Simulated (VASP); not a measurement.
Set up this calculation in VASP 6.6.1, as the native input.

```yaml
Task: single point
Functional: PBE
Potentials_or_basis: VASP PAW PBE potentials, release 64 (Si)
Cutoff: 520 eV
k_mesh: 10 × 10 × 6
Occupations: gaussian, width 0.03 eV
Spin: no spin polarisation
Dipole_correction: no
Further_INCAR_settings: ALGO = Normal; EDIFF = 1e-07; NBANDS = 26
```

The structure of Si lies in POSCAR:

```
Si
1.0
    6.9563139221     -1.9334397594     -0.0049437215
    6.9563139221      1.9334397594     -0.0049437215
   -0.7559043688      0.0000000000      6.3195533039
Si
8
Direct
    0.0556621665      0.0556621665      0.8741221558
    0.9443378335      0.9443378335      0.1258778442
    0.5592302857      0.5592302857      0.6536328742
    0.4407697143      0.4407697143      0.3463671258
    0.2128935591      0.2128935591      0.0570686657
    0.7871064409      0.7871064409      0.9429313343
    0.7270257696      0.7270257696      0.5855965457
    0.2729742304      0.2729742304      0.4144034543
```

The input as run:

INCAR

```
  PREC = Accurate
  ENCUT = 520
  EDIFF = 1E-7
  ISMEAR = 0
  SIGMA = 0.03
  LREAL = False
  LASPH = True
  NELM = 80
  ALGO = Normal
  ISIF = 2
  LWAVE = False
  LCHARG = False
  GGA = PE
  NBANDS = 26
```

KPOINTS

```
Automatic mesh
0
Gamma
  10 10 6
```

Potentials or basis: VASP PAW PBE potentials, release 64 (Si).

Command:

```bash
$ cat potpaw_PBE.64/Si/POTCAR > POTCAR
$ mpirun -np 1 vasp_std > vasp.out
```

Results of the run:

The pressure is -0.1 GPa. The largest force is 0.004 eV/Å and the band gap on the k mesh is 0.29 eV (least direct gap 0.54 eV).

It took 11 min on 1 thread of Intel(R) Xeon(R) 6975P-C (Granite Rapids) (shared host), peak memory 0.69 GiB.
